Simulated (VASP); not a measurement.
Runs of VASP 6.6.1 on WC (CsCl type). The structure is that of space group Pm-3m (No. 221), or close to it. The cells are those of the table. 

| task | cell | cutoff (eV) | gap on the mesh (eV) | pressure (GPa) |
| --- | --- | --- | --- | --- |
| single point | a = 2.322 Å, 2 atoms | 520 | none | (a) |
| single point | a = 2.321 Å, 2 atoms | 520 | none | 496.8 |
| relaxation of cell and atoms | relaxed to 480 GPa from a = 2.331 Å, 2 atoms | 600 | none | 479.9 |
| relaxation of cell and atoms | relaxed to 480 GPa from a = 2.322 Å, 2 atoms | 600 | none | 480.0 |

Alike in all rows: level PBE; potentials or basis VASP PAW PBE potentials, release 64 (W_sv, C); no spin polarisation; k mesh 16 × 16 × 16; smearing fermi-dirac 0.1 eV.

Question: Fill in the values left out.

Answer: (a) 494.6.

Caveats: spin-orbit coupling is left out, which moves the levels of the heavy elements; the cell is relaxed towards a set pressure, so the enthalpy falls and the energy may rise (some runs).

A k mesh can miss the band edges, and the runs leave out spin-orbit coupling on W.

A gap of «none» marks levels without a gap at the run's occupations.
